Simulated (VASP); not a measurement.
A run of VASP 6.6.1 is set up as follows.

The input INCAR:

```
  PREC = Accurate
  ENCUT = 520
  EDIFF = 1E-6
  ISMEAR = 0
  SIGMA = 0.15
  LREAL = False
  LASPH = True
  NELM = 100
  ALGO = Fast
  ISIF = 2
  LWAVE = False
  LCHARG = False
  GGA = CA
  NBANDS = 10
```

The input KPOINTS:

```
Automatic mesh
0
Gamma
  8 8 8
```

The input POSCAR:

```
Ir
1.0
    0.0000000000      1.9197000000      1.8621090000
    1.9197000000      0.0000000000      1.8621090000
    1.9197000000      1.9197000000      0.0000000000
Ir
1
Direct
    0.0000000000      0.0000000000      0.0000000000
```

Potentials or basis: VASP PAW LDA potentials, release 64 (Ir).

Launch:

```console
$ cat potpaw_LDA.64/Ir/POTCAR > POTCAR
$ mpirun -np 1 vasp_std > vasp.out
```

Problem. What does it give for the pressure?

Solution. 7.9 GPa.

Stress tensor (GPa, compression positive):
```
 3.87  0.00  0.00
 0.00  3.87  0.00
 0.00  0.00 15.81
```

Caveat: the cell differs from its parent crystal (strain -0.0300 x Voigt [0, 0, 1, 0, 0, 0]).
